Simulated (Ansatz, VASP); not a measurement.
# Li in VASP and in Ansatz

File INCAR:

```
PREC     = Accurate       # precision mode
ENCUT    = 520            # plane-wave cutoff, eV
EDIFF    = 1E-6           # SCF threshold, eV
ISMEAR   = -1             # smearing method
SIGMA    = 0.05           # smearing width, eV
LREAL    = F              # projectors in reciprocal space
LASPH    = T              # aspherical terms in the spheres
NELM     = 60             # most SCF steps
ALGO     = Normal         # electronic algorithm
ISIF     = 2              # what is computed and relaxed
LWAVE    = F              # write WAVECAR
LCHARG   = F              # write CHGCAR
GGA      = PE             # functional
NBANDS   = 10             # bands
```

Contents of KPOINTS:

```
regular mesh
0
Gamma
  16 16 9
```

Contents of POSCAR:

```
Li
1.0
    3.0544211484      0.0000000000      0.0000000000
   -1.5272105742      2.6452063084      0.0000000000
    0.0000000000      0.0000000000      4.9952014055
Li
2
Direct
    0.3442880543      0.6746860790      0.2500000000
    0.6666666667      0.3333333333      0.7500000000
```

Input for Ansatz:

```yaml
crystal:
  lattice:
    - [3.0544211484, 0.0, 0.0]
    - [-1.5272105742, 2.6452063084, 0.0]
    - [0.0, 0.0, 4.9952014055]
  atoms:
    - { symbol: Li, position: [0.3442880543, 0.674686079, 0.25] }
    - { symbol: Li, position: [0.6666666667, 0.3333333333, 0.75] }
kpoints:
  mp_grid: { grid: [16, 16, 9] }
scf:
  occupations: { method: fermi_dirac, width: 0.05 }
hamiltonian:
  xc: pbe
  pseudopotentials: { kind: all_electron, lapw: { basis_error: 0.00025 } }
output:
  forces: true
  stress: true
  eigenvalues: true
```

Alike in both runs: task single point; functional PBE; k mesh 16 × 16 × 9; occupations fermi-dirac, width 0.05 eV; no spin polarisation.

|  | VASP | Ansatz |
| --- | --- | --- |
| version | VASP 6.6.1 | Ansatz 0.2.0 |
| potentials or method | VASP PAW PBE potentials, release 64 (Li_sv), cutoff 520 eV | all-electron LAPW, scalar-relativistic |

|  | VASP | Ansatz | Ansatz less VASP |
| --- | --- | --- | --- |
| rms of the force components (eV/Å) | 0.003 | 0.003 | 0.0000 |

Atom by atom the forces differ by 0.000 eV/Å (rms over components). Ansatz ran all-electron here, and VASP with PAW potentials.

Noted on VASP's run: the cutoff is under 1.25 times that of the potentials, so the pressure is a little rough.
